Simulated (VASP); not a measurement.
Write the native input for VASP 6.6.1 that does the following.

- Task: single point
- Functional: PBEsol
- Potentials or basis: VASP PAW PBE potentials, release 64 (Cd, Se)
- Cutoff: 520 eV
- k mesh: 10 × 10 × 10
- Occupations: gaussian, width 0.05 eV
- Spin: no spin polarisation
- Dipole correction: no
- Further INCAR settings: ALGO = Normal; EDIFF = 1e-06; NBANDS = 16

The structure of CdSe lies in POSCAR:

```
CdSe
1.0
   -0.2230800596      3.0413096065      3.0413096065
    3.0413096065     -0.2230800596      3.0413096065
    2.8182295469      2.8182295469      0.0000000000
Cd Se
1 1
Direct
    0.0000000000      0.0000000000      0.0000000000
    0.7500000000      0.7500000000      0.7500000000
```

This cell differs from its parent crystal: engineering shear strain xz -0.1467, normal strain along z +0.0000.

One way to write it, as run:

INCAR

```
PREC     = Accurate       # precision mode
ENCUT    = 520            # plane-wave cutoff, eV
EDIFF    = 1E-6           # SCF threshold, eV
ISMEAR   = 0              # smearing method
SIGMA    = 0.05           # smearing width, eV
LREAL    = False          # projectors in reciprocal space
LASPH    = True           # aspherical terms in the spheres
NELM     = 100            # most SCF steps
ALGO     = Normal         # electronic algorithm
ISIF     = 2              # what is computed and relaxed
LWAVE    = False          # write WAVECAR
LCHARG   = False          # write CHGCAR
GGA      = PS             # functional
NBANDS   = 16             # bands
```

KPOINTS

```
regular mesh
0
Gamma
  10 10 10
```

Potentials or basis: VASP PAW PBE potentials, release 64 (Cd, Se).

The run is started by

```console
$ cat potpaw_PBE.64/Cd/POTCAR potpaw_PBE.64/Se/POTCAR > POTCAR
$ mpirun -np 1 vasp_std > vasp.out
```

It gave:

The pressure is 2.1 GPa. The largest force is 1.022 eV/Å. The band gap on the k mesh is 0.27 eV, direct.

Caveat: the cell differs from its parent crystal (engineering shear strain xz -0.1467, normal strain along z +0.0000); the PAW data sets were made with another functional, which shifts forces and pressure a little.

It took 3.5 min on 1 thread of AMD EPYC 7R13 (shared host), peak memory 0.27 GiB.
